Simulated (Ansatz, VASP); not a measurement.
## Two plane-wave programs on MgO

Contents of POSCAR:

```
MgO
1.0
    0.0000000000      2.1250000000      2.1250000000
    2.1250000000      0.0000000000      2.1250000000
    2.1250000000      2.1250000000      0.0000000000
Mg O
1 1
Direct
    0.0000000000      0.0000000000      0.0000000000
    0.5000000000      0.5000000000      0.5000000000
```

INCAR.step1

```
SYSTEM = MgO
PREC = Accurate
ENCUT = 520
EDIFF = 1E-5
ISMEAR = -1
SIGMA = 0.02
LREAL = .FALSE.
LASPH = .TRUE.
NELM = 60
ALGO = Normal
ISIF = 2
LWAVE = .TRUE.
LCHARG = .FALSE.
NBANDS = 11
GGA = PE
```

Contents of INCAR.step2:

```
SYSTEM = MgO
PREC = Accurate
ENCUT = 520
EDIFF = 1E-7
ISMEAR = -1
SIGMA = 0.02
LREAL = .FALSE.
LASPH = .TRUE.
NELM = 60
ALGO = Normal
ISIF = 2
LWAVE = .FALSE.
LCHARG = .FALSE.
GGA = PE
LHFCALC = .TRUE.
HFSCREEN = 0.2079
PRECFOCK = Normal
NBANDS = 11
ISTART = 1
```

The input KPOINTS:

```
Automatic mesh
0
G
  2 2 2
  0 0 0
```

Input for Ansatz:

```yaml
crystal:
  lattice:
    - [0, 2.125, 2.125]
    - [2.125, 0, 2.125]
    - [2.125, 2.125, 0]
  atoms:
    - { symbol: Mg, position: [0, 0, 0] }
    - { symbol: O, position: [0.5, 0.5, 0.5] }
kpoints:
  mp_grid: { grid: [2, 2, 2] }
hamiltonian:
  xc: hse06
  pseudopotentials: { kind: paw }
scf:
  occupations: { method: fermi_dirac, width: 0.02 }
  convergence: { dr2_threshold: "1e-9 eV" }
  exx: { energy_threshold: "2e-8 eV" }
output:
  forces: true
  stress: true
  eigenvalues: true
```

Alike in both runs: task single point; functional HSE06; k mesh 2 × 2 × 2; occupations fermi-dirac, width 0.02 eV; no spin polarisation.

|  | VASP | Ansatz |
| --- | --- | --- |
| version | VASP 6.6.1 | Ansatz 0.2.0 development build |
| potentials or method | VASP PAW PBE potentials, release 64 (Mg, O) | plane waves, PAW datasets (generated soft set 1) |
| plane-wave cutoff (eV) | 520 | 420 |
| valence electrons in the cell | 8 | 16 |

Ansatz gave:

* gap on the k mesh at the Fermi level (eV): 6.21

Problem. Estimate VASP's values.

Solution. gap on the k mesh at the Fermi level (eV): 6.26.

With one functional, cell and mesh, what is left measures potentials, basis and numerics. VASP's potentials hold 8 valence electrons a cell and Ansatz's 16, so a difference there can come from the potentials and not from the codes. Ansatz's warnings: stress scf threshold loose.

The k mesh is coarse, so the values compare programs but aren't converged.
